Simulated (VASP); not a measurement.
Write the native input for VASP 6.6.1 that does the following.

- Task: single point
- Functional: PBE
- Potentials or basis: VASP PAW PBE potentials, release 64 (Ca_sv, W_sv)
- Cutoff: 520 eV
- k mesh: 8 × 8 × 8
- Occupations: gaussian, width 0.1 eV
- Spin: no spin polarisation
- Dipole correction: no
- Further INCAR settings: ALGO = Fast; EDIFF = 1e-06; NBANDS = 43

The structure of Ca2W lies in POSCAR:

```
Ca2W
1.0
    0.0000000000      4.1863807440      4.1863807440
    4.1863807440      0.0000000000      4.1863807440
    4.1863807440      4.1863807440      0.0000000000
Ca W
4 2
Direct
    0.6250000000      0.6250000000      0.6250000000
    0.1250000000      0.6250000000      0.6250000000
    0.6250000000      0.6250000000      0.1250000000
    0.6250000000      0.1250000000      0.6250000000
    0.0000000000      0.0000000000      0.0000000000
    0.2500000000      0.2500000000      0.2500000000
```

One way to write it, as run:

INCAR

```
SYSTEM = Ca2W
PREC = Accurate
ENCUT = 520
EDIFF = 1E-6
ISMEAR = 0
SIGMA = 0.1
LREAL = .False.
LASPH = .True.
NELM = 80
ALGO = Fast
ISIF = 2
LWAVE = .False.
LCHARG = .False.
GGA = PE
NBANDS = 43
```

KPOINTS

```
regular mesh
0
Gamma
  8 8 8
  0 0 0
```

Potentials or basis: VASP PAW PBE potentials, release 64 (Ca_sv, W_sv).

Launch:

```console
$ cat potpaw_PBE.64/Ca_sv/POTCAR potpaw_PBE.64/W_sv/POTCAR > POTCAR
$ mpirun -np 1 vasp_std > vasp.out
```

It gave:

```yaml
Pressure: 0.1 GPa
Band_gap_on_the_k_mesh: zero (bands 34 and 35 overlap by 0.34 eV)
```

Caveat: spin-orbit coupling is left out, which moves the levels of the heavy elements.

Run time: 3.4 min on 1 thread of Intel(R) Xeon(R) 6975P-C (Granite Rapids) (shared host), peak memory 0.4 GiB.
